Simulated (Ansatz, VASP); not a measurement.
**One calculation of Sc, two programs**

INCAR

```
PREC = Accurate ; ENCUT = 520
EDIFF = 1E-8 ; ISMEAR = -1
SIGMA = 0.05 ; LREAL = False
LASPH = True ; NELM = 100
ALGO = Normal ; ISIF = 2
LWAVE = False ; LCHARG = False
LEFG = True ; NBANDS = 18
```

The input KPOINTS:

```
regular mesh
0
Gamma
  8 8 8
```

Contents of POSCAR:

```
Sc
1.0
    0.0000000000      3.1385914680      3.1385914680
    3.1385914680      0.0000000000      3.1385914680
    3.1385914680      3.1385914680      0.0000000000
Sc
2
Direct
   -0.1250000000     -0.1250000000     -0.1250000000
    0.1250000000      0.1250000000      0.1250000000
```

Input for Ansatz:

```yaml
crystal:
  lattice:
    - [0.0, 3.138591468, 3.138591468]
    - [3.138591468, 0.0, 3.138591468]
    - [3.138591468, 3.138591468, 0.0]
  atoms:
    - { symbol: Sc, position: [-0.125, -0.125, -0.125] }
    - { symbol: Sc, position: [0.125, 0.125, 0.125] }
kpoints:
  mp_grid: { grid: [8, 8, 8] }
scf:
  occupations: { method: fermi_dirac, width: 0.05 }
hamiltonian:
  xc: lda
  pseudopotentials: { kind: paw }
output:
  forces: true
  stress: true
  eigenvalues: true
  efg: { contact_densities: true }
  populations: true
  write_density: true
  write_potential: true
  elf: true
  volumetric_format: npy
```

Change from the starting cell: shortest bond scaled by 1, PAW files.

Alike in both runs: task electric field gradients; functional LDA; k mesh 8 × 8 × 8; occupations fermi-dirac, width 0.05 eV; no spin polarisation.

|  | VASP | Ansatz |
| --- | --- | --- |
| version | VASP 6.6.1 | Ansatz 0.2.0 |
| potentials or method | VASP PAW LDA potentials, release 64 (Sc_sv) | PAW with Ansatz's default frozen-core files, scalar-relativistic |
| plane-wave cutoff (eV) | 520 | 420 |
| valence electrons in the cell | 22 | 22 |

|  | VASP | Ansatz | Ansatz less VASP |
| --- | --- | --- | --- |
| pressure (GPa) | -1.6 | -1.6 | 0.00 |

LDA's correlation is that of Perdew and Zunger in VASP and of Perdew and Wang (1992) in Ansatz.
